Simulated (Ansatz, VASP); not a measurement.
## InF: VASP beside Ansatz

File INCAR:

```
SYSTEM = InF
ALGO = Normal ; EDIFF = 1E-6
ENCUT = 600 ; GGA = CA
GGA_COMPAT = .False. ; ISIF = 2
ISMEAR = 0 ; LASPH = .True.
LCHARG = .True. ; LELF = .True.
LREAL = .False. ; LVHAR = .True.
LWAVE = .False. ; NBANDS = 17
NELM = 120 ; PREC = Accurate
SIGMA = 0.05
```

KPOINTS

```
k-points
0
Gamma
  6 6 6
  0 0 0
```

Contents of POSCAR:

```
InF
1.0
    0.0000000000      2.8591828706      2.8591828706
    2.8591828706      0.0000000000      2.8591828706
    2.8591828706      2.8591828706      0.0000000000
In F
1 1
Direct
    0.0000000000      0.0000000000      0.0000000000
    0.2500000000      0.2500000000      0.2500000000
```

Input for Ansatz:

```yaml
crystal:
  lattice:
    - [0.0, 2.8591828706, 2.8591828706]
    - [2.8591828706, 0.0, 2.8591828706]
    - [2.8591828706, 2.8591828706, 0.0]
  atoms:
    - { symbol: In, position: [0.0, 0.0, 0.0] }
    - { symbol: F, position: [0.25, 0.25, 0.25] }
basis:
  ecutwfc: 420
kpoints:
  mp_grid: { grid: [6, 6, 6] }
hamiltonian:
  xc: lda
scf:
  occupations: { method: gaussian, width: 0.05 }
output:
  forces: true
  stress: true
  eigenvalues: true
```

Alike in both runs: task single point; functional LDA; k mesh 6 × 6 × 6; occupations gaussian, width 0.05 eV; no spin polarisation.

```csv
,VASP,Ansatz
version,VASP 6.6.1,Ansatz 0.2.0
potentials or method,"VASP PAW LDA potentials, release 64 (In_d, F), cutoff 600 eV","scalar-relativistic, plane waves, PAW"
valence electrons in the cell,20,20
```

```csv
,VASP,Ansatz,Ansatz less VASP
gap on the k mesh at the Fermi level (eV),1.15,1.18,+0.036
least direct gap on the mesh (eV),1.15,1.18,+0.036
pressure (GPa),-0.1,0.1,+0.11
```

LDA's correlation is that of Perdew and Zunger in VASP and of Perdew and Wang (1992) in Ansatz.
